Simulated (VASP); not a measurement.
**Mo: single point with PBEsol**

Crystal: Mo.

```
CELL_PARAMETERS angstrom
-1.60377 1.60377 1.56465
1.60377 -1.60377 1.56465
1.60377 1.60377 -1.56465
ATOMIC_POSITIONS crystal
Mo 0.00000 0.00000 0.00000
```

This cell differs from its parent crystal: strain +0.025 along x and y, +0.000 along z.

```json
{
 "Program": "VASP 6.6.1",
 "Task": "single point",
 "Functional": "PBEsol",
 "Potentials or basis": "VASP PAW PBE potentials, release 64 (Mo_sv)",
 "Cutoff": "520 eV",
 "k mesh": "26 × 26 × 26",
 "Occupations": "gaussian, width 0.15 eV",
 "Spin": "no spin polarisation",
 "Dipole correction": "no",
 "Further INCAR settings": "ALGO = Fast; EDIFF = 1e-06; NBANDS = 13"
}
```

- Pressure: -11.8 GPa
- Band gap on the k mesh: zero (band 7 reaches 15.82 eV, above the bottom of band 8 at 10.74 eV)

Stress tensor (GPa, compression positive):
```
-14.27   0.00   0.00
  0.00 -14.27   0.00
  0.00   0.00  -6.92
```

Levels at points of the mesh, in eV from the Fermi level:
| k point | band 3 | band 4 | band 5 | band 6 | band 7 | band 8 | band 9 | band 10 | band 11 | band 12 |
| --- | --- | --- | --- | --- | --- | --- | --- | --- | --- | --- |
| (0.00, 0.00, 0.00) | -34.53 | -34.52 | -7.17 | -1.48 | -1.20 | -1.20 | 1.42 | 1.78 | 14.63 | 14.63 |
| (0.50, 0.00, 0.00) | -34.95 | -34.55 | -5.17 | -3.35 | 1.58 | 1.69 | 2.35 | 4.60 | 11.28 | 11.85 |
| (0.50, 0.50, 0.00) | -34.92 | -34.53 | -5.14 | -3.06 | 1.39 | 1.39 | 2.12 | 4.55 | 11.04 | 11.96 |
| (0.50, 0.50, 0.50) | -35.44 | -35.37 | -5.26 | -5.20 | 3.83 | 3.83 | 3.92 | 8.60 | 8.60 | 9.24 |

It took 90 s on 1 thread of Intel(R) Xeon(R) 6975P-C (Granite Rapids), on a shared host, peak memory 0.35 GiB.

Caveat: the cell differs from its parent crystal (strain +0.025 along x and y, +0.000 along z); the PAW data sets were made with another functional, which shifts forces and pressure a little.
